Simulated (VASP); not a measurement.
Here is a VASP 6.6.1 calculation.

INCAR

```
SYSTEM = GaN
ALGO = Normal
EDIFF = 1E-6
ENCUT = 600
GGA = PS
GGA_COMPAT = .FALSE.
ISIF = 2
ISMEAR = -1
LASPH = .TRUE.
LCHARG = .TRUE.
LELF = .TRUE.
LREAL = .FALSE.
LVHAR = .TRUE.
LWAVE = .FALSE.
NBANDS = 16
NELM = 120
PREC = Accurate
SIGMA = 0.05
```

The input KPOINTS:

```
k-points
0
G
  17 17 17
  0 0 0
```

The input POSCAR:

```
GaN
1.0
    0.0000000000      2.0667016261      2.0667016261
    2.0667016261      0.0000000000      2.0667016261
    2.0667016261      2.0667016261      0.0000000000
Ga N
1 1
Direct
    0.0000000000      0.0000000000      0.0000000000
    0.5000000000      0.5000000000      0.5000000000
```

Potentials or basis: VASP PAW PBE potentials, release 64 (Ga_d, N).

Launch:

```console
$ cat potpaw_PBE.64/Ga_d/POTCAR potpaw_PBE.64/N/POTCAR > POTCAR
$ mpirun -np 1 vasp_std > vasp.out
```

(1) Estimate the pressure.

(2) Predict the band gap on the k mesh.

Results:

(1) 16.9 GPa.

(2) 0.99 eV, indirect (least direct gap 3.63 eV).

Caveat: the PAW data sets were made with another functional, which shifts forces and pressure a little.
